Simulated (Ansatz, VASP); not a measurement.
# CrO2: VASP beside Ansatz

```
CELL_PARAMETERS angstrom
4.44373 0.00000 0.00000
0.00000 4.44373 0.00000
0.00000 0.00000 2.92114
ATOMIC_POSITIONS crystal
Cr 0.00000 0.00000 0.00000
Cr 0.50000 0.50000 0.50000
O 0.30369 0.30369 0.00000
O 0.19631 0.80369 0.50000
O 0.69631 0.69631 0.00000
O 0.80369 0.19631 0.50000
```

Alike in both runs: functional PBE; k mesh 4 × 4 × 6; occupations gaussian, width 0.05 eV; collinear spin.

Ansatz relaxed the structure, and its values are those at the end. VASP's run is a single point on that final structure, the one shown.

|  | VASP | Ansatz |
| --- | --- | --- |
| version | VASP 6.6.1 | Ansatz 0.2.0 |
| potentials or method | VASP PAW PBE potentials, release 64 (Cr_pv, O), cutoff 520 eV | scalar-relativistic, plane waves, PAW |
| valence electrons in the cell | 48 | 52 |

Ansatz gave:

| Quantity | Value |
| --- | --- |
| gap on the k mesh at the Fermi level (eV) | none |
| pressure (GPa) | 0.1 |
| rms of the force components (eV/Å) | 0.000 |
| net moment per atom (μB) | 0.67 |
| size of the moment on the site where the two differ most (μB) | 1.75 |

Task: Estimate VASP's values.

Result: gap on the k mesh at the Fermi level (eV): none; pressure (GPa): 0.8; rms of the force components (eV/Å): 0.010; net moment per atom (μB): 0.67; size of the moment on the site where the two differ most (μB): 2.10.

Site moments also hang on the region over which each program counts them. A gap of «none» marks a metal or a gap that the smearing closes. The functional is the same, so the differences come from potentials, cutoffs and numerics. VASP's potentials hold 48 valence electrons a cell and Ansatz's 52, so a difference there can come from the potentials and not from the codes.
